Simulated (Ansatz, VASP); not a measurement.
Two plane-wave programs on Ir2Ru

INCAR

```
SYSTEM = Ir2Ru
ALGO     = Normal         ! electronic algorithm
EDIFF    = 1E-7           ! SCF threshold, eV
ENCUT    = 520            ! plane-wave cutoff, eV
GGA      = PE             ! functional
ISIF     = 2              ! what is computed and relaxed
ISMEAR   = 0              ! smearing method
LASPH    = .TRUE.         ! aspherical terms in the spheres
LCHARG   = .FALSE.        ! write CHGCAR
LREAL    = .FALSE.        ! projectors in reciprocal space
LWAVE    = .FALSE.        ! write WAVECAR
NBANDS   = 41             ! bands
NELM     = 80             ! most SCF steps
PREC     = Accurate       ! precision mode
SIGMA    = 0.1            ! smearing width, eV
```

KPOINTS

```
k-points
0
G
  6 6 2
  0 0 0
```

Contents of POSCAR:

```
Ir2Ru
1.0
    2.7349649100      0.0000000000      0.0000000000
   -1.3674824600      2.3685490900      0.0000000000
    0.0000000000      0.0000000000     12.9062052800
Ru Ir
2 4
Direct
    0.3333333300      0.6666666700      0.2500000000
    0.6666666700      0.3333333300      0.7500000000
    0.3333333300      0.6666666700      0.9166666700
    0.3333333300      0.6666666700      0.5833333300
    0.6666666700      0.3333333300      0.0833333300
    0.6666666700      0.3333333300      0.4166666700
```

Input for Ansatz:

```yaml
crystal:
  lattice:
    - [2.73496491, 0.0, 0.0]
    - [-1.36748246, 2.36854909, 0.0]
    - [0.0, 0.0, 12.90620528]
  atoms:
    - { symbol: Ru, position: [0.33333333, 0.66666667, 0.25] }
    - { symbol: Ru, position: [0.66666667, 0.33333333, 0.75] }
    - { symbol: Ir, position: [0.33333333, 0.66666667, 0.91666667] }
    - { symbol: Ir, position: [0.33333333, 0.66666667, 0.58333333] }
    - { symbol: Ir, position: [0.66666667, 0.33333333, 0.08333333] }
    - { symbol: Ir, position: [0.66666667, 0.33333333, 0.41666667] }
basis:
  ecutwfc: 420
kpoints:
  mp_grid: { grid: [6, 6, 2] }
hamiltonian:
  xc: pbe
scf:
  occupations: { method: gaussian, width: 0.1 }
  lower_state_search: "off"
output:
  forces: true
  stress: true
  eigenvalues: true
```

Alike in both runs: task single point; functional PBE; k mesh 6 × 6 × 2; occupations gaussian, width 0.1 eV; no spin polarisation.

|  | VASP | Ansatz |
| --- | --- | --- |
| version | VASP 6.6.1 | Ansatz 0.2.0 |
| potentials or method | VASP PAW PBE potentials, release 64 (Ru_pv, Ir), cutoff 520 eV | scalar-relativistic, plane waves, PAW |
| valence electrons in the cell | 64 | 100 |

Ansatz gave:

* gap on the k mesh at the Fermi level (eV): none
* pressure (GPa): 10.0
* traceless stress, the component that is largest in VASP (GPa): -1.40
* rms of the force components (eV/Å): 0.402

Question: Which values does VASP return?

Answer: gap on the k mesh at the Fermi level (eV): none; pressure (GPa): 10.4; traceless stress, the component that is largest in VASP (GPa): -1.39; rms of the force components (eV/Å): 0.419.

Atom by atom the forces differ by 0.016 eV/Å (rms over components). A gap of «none» marks a metal or a gap that the smearing closes. VASP's potentials hold 64 valence electrons a cell and Ansatz's 100, so a difference there can come from the potentials and not from the codes.

The k mesh is coarse, so the values compare programs but aren't converged. Spin-orbit coupling is off throughout.
